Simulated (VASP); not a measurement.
# Ag2Te2Pd (Immm) in VASP: single point with PBE

Aim: the single point of Ag2Te2Pd with PBE.

Everything below comes from runs of VASP 6.6.1. Logs are shortened: lines on timing, memory, paths and dates and some standing lists are left out, and cuts for length are marked.

### Step 1. The cell of the first run

Symmetry: Immm, No. 71, orthorhombic system. Conventional cell: a = 3.694 Å, b = 5.594 Å, c = 12.155 Å, α = 90.00°, β = 90.00°, γ = 90.00°. Pd (site symmetry mmm) has 4 Te at 2.49 Å within 3.3 Å. Within 3.4 Å of Te (site symmetry mm2) lie 2 Pd at 2.49 Å and 4 Ag at 2.80 to 3.25 Å and 1 Te at 3.34 Å. Within 3.8 Å of Ag (site symmetry mm2) lie 4 Te at 2.80 to 3.25 Å and 3 Ag at 3.46 to 3.69 Å and 4 Pd at 3.77 Å.

### Step 2. Single point, PBE

Contents of INCAR:

```
SYSTEM = Ag2Te2Pd
ALGO = Normal ; EDIFF = 1E-7
ENCUT = 520 ; GGA = PE
ISIF = 2 ; ISMEAR = -1
LASPH = .TRUE. ; LCHARG = .FALSE.
LREAL = .FALSE. ; LWAVE = .FALSE.
NBANDS = 30 ; NELM = 80
PREC = Accurate ; SIGMA = 0.1
```

Contents of KPOINTS:

```
k-points
0
G
  8 8 8
  0 0 0
```

Contents of POSCAR:

```
Ag2Te2Pd
1.0
    0.0000000000      3.6942000000      0.0000000000
    5.5943300000      0.0000000000      0.0000000000
    2.7971650000      1.8471000000     -6.0777260000
Pd Te Ag
1 2 2
Direct
    0.0000000000      0.0000000000      0.0000000000
    0.3627000000      0.8627000000      0.2746000000
    0.6373000000      0.1373000000      0.7254000000
    0.3575800000      0.3575800000      0.2848400000
    0.6424200000      0.6424200000      0.7151600000
```

Potentials or basis: VASP PAW PBE potentials, release 64 (Pd, Te, Ag).

Run with:

```sh
> cat potpaw_PBE.64/Pd/POTCAR potpaw_PBE.64/Te/POTCAR potpaw_PBE.64/Ag/POTCAR > POTCAR
> mpirun -np 1 vasp_std > vasp.out
```

OUTCAR:

```text
SYSTEM = Ag2Te2Pd
   EDIFF = 1E-7
   ENCUT = 520
   GGA = PE
   ISIF = 2
   ISMEAR = -1
   LASPH = .TRUE.
   LREAL = .FALSE.
   NELM = 80
   PREC = Accurate

 ion  position               nearest neighbor table
   1  0.000  0.000  0.000-   2 2.49   3 2.49   3 2.49   2 2.49
   2  0.363  0.863  0.275-   1 2.49   1 2.49   4 2.80   4 2.80   5 3.25   5 3.25   3 3.34
   3  0.637  0.137  0.725-   1 2.49   1 2.49   5 2.80   5 2.80   4 3.25   4 3.25   2 3.34
   4  0.358  0.358  0.285-   2 2.80   2 2.80   3 3.25   3 3.25   5 3.46
   5  0.642  0.642  0.715-   3 2.80   3 2.80   2 3.25   2 3.25   4 3.46

  LATTYP: Found a body centered orthorhombic cell.
 ALAT       =     3.6942000000
 B/A-ratio  =     1.5143549348
 C/A-ratio  =     3.2904152455

  Lattice vectors:

 A1 = (   2.7971650000,   1.8471000000,   6.0777260000)
 A2 = (  -2.7971650000,  -1.8471000000,   6.0777260000)
 A3 = (   2.7971650000,  -1.8471000000,  -6.0777260000)

Analysis of symmetry for initial positions (statically):
=====================================================================
 Subroutine PRICEL returns:
 Original cell was already a primitive cell.

 Routine SETGRP: Setting up the symmetry group for a
 body centered orthorhombic supercell.

 Subroutine GETGRP returns: Found  8 space group operations
 (whereof  8 operations were pure point group operations)
 out of a pool of  8 trial point group operations.

The static configuration has the point symmetry D_2h.

Analysis of symmetry for dynamics (positions and initial velocities):
=====================================================================
 Subroutine PRICEL returns:
 Original cell was already a primitive cell.

 Routine SETGRP: Setting up the symmetry group for a
 body centered orthorhombic supercell.

 Subroutine GETGRP returns: Found  8 space group operations
 (whereof  8 operations were pure point group operations)
 out of a pool of  8 trial point group operations.

The dynamic configuration has the point symmetry D_2h.

 Subroutine INISYM returns: Found  8 space group operations
 (whereof  8 operations are pure point group operations),
 and found     1 'primitive' translations

----------------------------------------------------------------------------------------

                                     Primitive cell

  volume of cell :     125.6058

  direct lattice vectors                    reciprocal lattice vectors
     0.000000000  3.694200000  0.000000000     0.000000000  0.270694602  0.082267611
     5.594330000  0.000000000  0.000000000     0.178752415  0.000000000  0.082267611
     2.797165000  1.847100000 -6.077726000     0.000000000  0.000000000 -0.164535223

  length of vectors
     3.694200000  5.594330000  6.940797056     0.282919649  0.196774963  0.164535223

  position of ions in fractional coordinates (direct lattice)
     0.000000000  0.000000000  0.000000000
     0.362700000  0.862700000  0.274600000
     0.637300000  0.137300000  0.725400000
     0.357580000  0.357580000  0.284840000
     0.642420000  0.642420000  0.715160000

  ion indices of the primitive-cell ions
   primitive index   ion index
                 1           1
                 2           2
                 3           3
                 4           4
                 5           5

----------------------------------------------------------------------------------------

 KPOINTS: k-points

Automatic generation of k-mesh.
 Grid dimensions read from file:
 generate k-points for:    8    8    8

 Generating k-lattice:

  Cartesian coordinates                     Fractional coordinates (reciprocal lattice)
     0.000000000  0.033836825  0.010283451     0.125000000  0.000000000  0.000000000
     0.022344052  0.000000000  0.010283451     0.000000000  0.125000000  0.000000000
     0.000000000  0.000000000 -0.020566903     0.000000000  0.000000000  0.125000000

  Length of vectors
     0.035364956  0.024596870  0.020566903

  Shift w.r.t. Gamma in fractional coordinates (k-lattice)
     0.000000000  0.000000000  0.000000000

 Subroutine IBZKPT returns following result:
 ===========================================

 Found     95 irreducible k-points:

 Following reciprocal coordinates:
            Coordinates               Weight
  0.000000  0.000000  0.000000      1.000000
  0.125000  0.000000  0.000000      4.000000
  0.250000  0.000000  0.000000      4.000000
  0.375000  0.000000  0.000000      4.000000
  0.500000  0.000000  0.000000      2.000000
  0.000000  0.125000  0.000000      4.000000
[... 16 lines left out ...]
  0.125000  0.375000  0.000000      8.000000
  0.250000  0.375000  0.000000      8.000000
 [... further k-points ...]
   k-points           NKPTS =     95   k-points in BZ     NKDIM =     95   number of bands    NBANDS=     30
   number of dos      NEDOS =    301   number of ions     NIONS =      5
   total plane-waves  NPLWV =  63504
   dimension x,y,z NGX =    28 NGY =   42 NGZ =   54
   dimension x,y,z NGXF=    56 NGYF=   84 NGZF=  108
   ions per type =               1   2   2
   NGX,Y,Z   is equivalent  to a cutoff of  12.60, 12.48, 12.93 a.u.
   NGXF,Y,Z  is equivalent  to a cutoff of  25.20, 24.96, 25.87 a.u.
 SYSTEM =  Ag2Te2Pd
   PREC   = accura    normal or accurate (medium, high low for compatibility)
   ISTART =      0    job   : 0-new  1-cont  2-samecut
   ICHARG =      2    charge: 1-file 2-atom 10-const
   ISPIN  =      1    spin polarized calculation?
   LNONCOLLINEAR =      F non collinear calculations
   LSORBIT =      F    spin-orbit coupling
   LASPH  =      T    aspherical Exc in radial PAW
   ENCUT  =  520.0 eV  38.22 Ry    6.18 a.u.   6.87 10.40 12.91*2*pi/ulx,y,z
   NELM   =     80;   NELMIN=  2; NELMDL= -5     # of ELM steps
   EDIFF  = 0.1E-06   stopping-criterion for ELM
   LREAL  =      F    real-space projection
   EDIFFG = 0.1E-05   stopping-criterion for IOM
   NSW    =      0    number of steps for IOM
   IBRION =     -1    ionic relax: 0-MD 1-quasi-New 2-CG
   NFREE  =      0    steps in history (QN), initial steepest desc. (CG)
   ISIF   =      2    stress and relaxation
   ISYM   =      2    0-nonsym 1-usesym 2-fastsym
   POTIM  = 0.5000    time-step for ionic-motion
   TEBEG  =    0.0;   TEEND  =   0.0 temperature during run
   PSTRESS=    0.0 pullay stress
   NELECT =      44.0000    total number of electrons
   NUPDOWN=      -1.0000    fix difference up-down
   EMIN   =  10.00;   EMAX   =-10.00  energy-range for DOS
   EFERMI =   0.00;   METHOD = LEGACY
   ISMEAR =    -1;   SIGMA  =   0.10  broadening in eV -4-tet -1-fermi 0-gaus
   EFERMI_NEDOS =   21; number of points for ismear=-14 and -15
   IALGO  =     38    algorithm
   IMIX   =      4    mixing-type and parameters
     AMIX     =   0.40;   BMIX     =  1.00
     AMIX_MAG =   1.60;   BMIX_MAG =  1.00
  volume/ion in A,a.u.               =      25.12       169.53
  Fermi-wavevector in a.u.,A,eV,Ry     =   1.154044  2.180828 18.120491  1.331819
  Thomas-Fermi vector in A             =   2.290684
   LORBIT       =      0    0 simple, 1 ext, 2 COOP (PROOUT), +10 PAW based schemes
   GGA     = PE    functional components
   LHFCALC =     F    Hartree Fock is set to
   AEXX    =    0.0000 exact exchange contribution
   IVDW    =     0    specifies the selected vdW correction
   LEPSILON=     F    determine dielectric tensor
   LRPA    =     F    only Hartree local field effects (RPA)
 non-spin polarized calculation
  energy-cutoff  :      520.00
  volume of cell :      125.61
 maximum number of plane-waves:      3403
   NGX = 13   NGY = 21   NGZ = 25

 number of electron      43.9999991 magnetization

 Free energy of the ion-electron system (eV)
  ---------------------------------------------------
  ext. energy  EPLUGINS =         0.00000000
  ---------------------------------------------------
  free energy    TOTEN  =       -16.59570666 eV

  energy without entropy =      -16.56330434  energy(sigma->0) =      -16.57950550

 E-fermi :   6.3978     XC(G=0): -10.0529

 val. band max:        6.3532141497   @ k =   0.0000   0.5000   0.1250
 cond. band min:       6.4055090931   @ k =   0.0000   0.0000   0.0000
 fundamental gap:      0.0522949434
 Fermi energy:         6.3978304309

 k-point     1 :       0.0000    0.0000    0.0000
  band No.  band energies     occupation
      1      -6.4544      2.00000
      2      -4.8763      2.00000
      3       0.1750      2.00000
      4       1.2542      2.00000
      5       1.8915      2.00000
      6       1.9620      2.00000
[... 22 lines left out ...]
     29      13.7060      0.00000
     30      14.2579      0.00000

 k-point     2 :       0.1250    0.0000    0.0000
  band No.  band energies     occupation
      1      -6.3117      2.00000
      2      -4.8866      2.00000
      3       0.3715      2.00000
      4       1.2341      2.00000
      5       1.9119      2.00000
      6       1.9295      2.00000
[... 22 lines left out ...]
     29      13.3177      0.00000
     30      14.0353      0.00000

 k-point     3 :       0.2500    0.0000    0.0000
  band No.  band energies     occupation
      1      -5.9244      2.00000
      2      -4.9108      2.00000
      3       0.8591      2.00000
      4       1.2873      2.00000
      5       1.7707      2.00000
      6       1.8104      2.00000
[... 22 lines left out ...]
     29      12.9071      0.00000
     30      13.4041      0.00000

 k-point     4 :       0.3750    0.0000    0.0000
  band No.  band energies     occupation
      1      -5.4452      2.00000
      2      -4.9390      2.00000
      3       0.8946      2.00000
      4       1.3207      2.00000
      5       1.6573      2.00000
      6       1.7002      2.00000
[... 616 lines left out ...]
     29      12.7205      0.00000
     30      13.5830      0.00000

 k-point    23 :       0.1250    0.3750    0.0000
  band No.  band energies     occupation
      1      -6.0691      2.00000
      2      -4.9428      2.00000
      3       0.3919      2.00000
      4       0.6699      2.00000
      5       1.0254      2.00000
      6       1.1222      2.00000
[... 22 lines left out ...]
     29      12.6810      0.00000
     30      13.0688      0.00000

 k-point    24 :       0.2500    0.3750    0.0000
  band No.  band energies     occupation
      1      -5.6866      2.00000
      2      -4.9142      2.00000
      3       0.6436      2.00000
      4       0.7891      2.00000
      5       1.0564      2.00000
      6       1.1943      2.00000
[... 22 lines left out ...]
     29      12.9034      0.00000
     30      13.3317      0.00000

 [... further k-points ...]
[... 5 lines left out ...]
  --------------------------------------------------------------------------------------
  -------------------------------------------------------------------------------------
  Total       -1.3562049     10.2742751      7.0003659      0.0000000      0.0000000      0.0000000
  in kB      -17.2992111    131.0545699     89.2938849      0.0000000      0.0000000      0.0000000
  external PRESSURE =      67.6830812 kB  Pullay stress =       0.0000000 kB

 VOLUME and BASIS-vectors are now :
 -----------------------------------------------------------------------------
  energy-cutoff  :      520.00
  volume of cell :      125.61
      direct lattice vectors                 reciprocal lattice vectors
     0.000000000  3.694200000  0.000000000     0.000000000  0.270694602  0.082267611
     5.594330000  0.000000000  0.000000000     0.178752415  0.000000000  0.082267611
     2.797165000  1.847100000 -6.077726000     0.000000000  0.000000000 -0.164535223

 POSITION                                       TOTAL-FORCE (eV/Angst)
 -----------------------------------------------------------------------------------
      0.00000      0.00000      0.00000         0.000000     -0.000000      0.000000
      5.59433      1.84710     -1.66894         0.000000      0.000000     -2.216295
      2.79717      3.69420     -4.40878        -0.000000      0.000000      2.216295
      2.79717      1.84710     -1.73118         0.000000      0.000000      0.037277
      5.59433      3.69420     -4.34655        -0.000000     -0.000000     -0.037277
 -----------------------------------------------------------------------------------
    total drift:                                0.000000      0.000000     -0.000000

  FREE ENERGIE OF THE ION-ELECTRON SYSTEM (eV)
  ---------------------------------------------------
  free  energy   TOTEN  =       -16.5957066579 eV

  energy  without entropy=      -16.5633043444  energy(sigma->0) =      -16.57950550
```

It took 5.9 min on 1 thread of AMD EPYC 7R43 (Zen 3), shared host; peak memory 0.45 GiB.

Results:

```
Free energy            : -16.5957 eV
Pressure               : 6.8 GPa
Largest force          : 2.216 eV/Å
Band gap on the k mesh : zero (bands 22 and 23 overlap by 0.80 eV)
```

Forces in eV/Å, atoms in the order of the input:
```
Pd   0.000  0.000  0.000
Te   0.000  0.000 -2.216
Te   0.000  0.000  2.216
Ag   0.000  0.000  0.037
Ag   0.000  0.000 -0.037
```

Levels at points of the mesh, in eV from the Fermi level:
```csv
k point,band 19,band 20,band 21,band 22,band 23,band 24,band 25,band 26
"(0.00, 0.00, 0.00)",-2.49,-1.66,-1.44,-0.40,0.01,1.94,2.17,5.17
"(0.50, 0.00, 0.00)",-2.41,-2.09,-2.07,-0.99,0.73,1.27,1.72,3.85
"(0.00, 0.50, 0.00)",-2.04,-0.99,-0.64,-0.30,2.66,2.78,4.33,4.40
"(0.50, 0.50, 0.00)",-2.58,-1.86,-1.22,-1.13,0.99,1.40,2.66,4.34
"(0.00, 0.00, 0.50)",-2.40,-2.20,-0.86,-0.64,0.39,2.03,2.97,3.80
```

Caveat: the cell stands under pressure; spin-orbit coupling is left out, which moves the levels of the heavy elements; forces of over 1 eV/Å act on the atoms, so gaps and moduli don't describe the material at rest.
